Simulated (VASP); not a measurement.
Wanted: the native input for a VASP 6.6.1 run.

```
Task                   : single point
Functional             : PBEsol
Potentials or basis    : VASP PAW PBE potentials, release 64 (Sc_sv, Al)
Cutoff                 : 520 eV
k mesh                 : 14 × 14 × 14
Occupations            : fermi-dirac, width 0.1 eV
Spin                   : no spin polarisation
Dipole correction      : no
Further INCAR settings : ALGO = Normal; EDIFF = 1e-06; NBANDS = 14
```

The structure of ScAl lies in POSCAR:

```
ScAl
1.0
    3.3464246974      0.0000000000      0.0000000000
    0.0000000000      3.3464246974      0.0000000000
    0.0000000000      0.0000000000      3.3464246974
Sc Al
1 1
Direct
    0.5000000000      0.5000000000      0.5000000000
    0.0000000000      0.0000000000      0.0000000000
```

These files were run (other wordings do the same):

INCAR

```
SYSTEM = ScAl
PREC = Accurate
ENCUT = 520
EDIFF = 1E-6
ISMEAR = -1
SIGMA = 0.1
LREAL = .False.
LASPH = .True.
NELM = 80
ALGO = Normal
ISIF = 2
LWAVE = .False.
LCHARG = .False.
GGA = PS
NBANDS = 14
```

KPOINTS

```
Automatic mesh
0
Gamma
  14 14 14
  0 0 0
```

Potentials or basis: VASP PAW PBE potentials, release 64 (Sc_sv, Al).

The run is started by

```console
$ cat potpaw_PBE.64/Sc_sv/POTCAR potpaw_PBE.64/Al/POTCAR > POTCAR
$ mpirun -np 1 vasp_std > vasp.out
```

Results of the run:

```yaml
Pressure: 0.1 GPa
Band_gap_on_the_k_mesh: zero (band 7 reaches 6.45 eV, above the bottom of band 8 at 5.28 eV)
```

Caveat: the PAW data sets were made with another functional, which shifts forces and pressure a little.

Wall time 34 s on 1 thread of Intel(R) Xeon(R) Platinum 8488C (Sapphire Rapids), on a shared host, peak memory 0.2 GiB.
